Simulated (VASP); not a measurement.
# NaH: single point with r2SCAN

The system is NaH.

```
Na H
1.0
     0.00000    2.39703    2.31314
     2.39703    0.00000    2.31314
     2.39703    2.39703    0.00000
Na H
1 1
Direct
  0.00000 0.00000 0.00000
  0.50000 0.50000 0.50000
```

This cell differs from its parent crystal: engineering shear strain xy +0.0000, normal strain along z -0.0350.

```json
{
  "Program": "VASP 6.6.1",
  "Task": "single point",
  "Functional": "r2SCAN",
  "Potentials or basis": "VASP PAW PBE potentials, release 64 (Na_pv, H)",
  "Cutoff": "520 eV",
  "k mesh": "8 × 8 × 8",
  "Occupations": "fermi-dirac, width 0.2 eV",
  "Spin": "no spin polarisation",
  "Dipole correction": "no",
  "Further INCAR settings": "ALGO = Normal; EDIFF = 1e-07; NBANDS = 11"
}
```

```json
{
  "Pressure": "0.7 GPa",
  "Band gap on the k mesh": "4.47 eV, indirect (least direct gap 5.34 eV)"
}
```

Stress tensor (GPa, compression positive):
```
0.12 0.00 0.00
0.00 0.12 0.00
0.00 0.00 1.73
```

Levels at points of the mesh, in eV from the valence-band top:
```
           k point  band 2  band 3  band 4  band 5  band 6  band 7
(0.00, 0.00, 0.00)  -22.80  -22.79   -3.73   11.96   16.75   16.75
(0.50, 0.00, 0.00)  -22.82  -22.80   -0.87    4.47   12.09   14.00
(0.50, 0.50, 0.00)  -22.84  -22.84   -0.08    5.63   10.68   11.45
(0.50, 0.00, 0.50)  -22.83  -22.83   -0.25    5.16   11.06   11.93
```

Wall time 2 min on 1 thread of AMD EPYC 7R43 64-Core Processor (Zen 3) (shared host), peak memory 0.12 GiB.

Caveat: the cell differs from its parent crystal (engineering shear strain xy +0.0000, normal strain along z -0.0350); the PAW data sets were made with another functional, which shifts forces and pressure a little. A k mesh can miss the band edges.
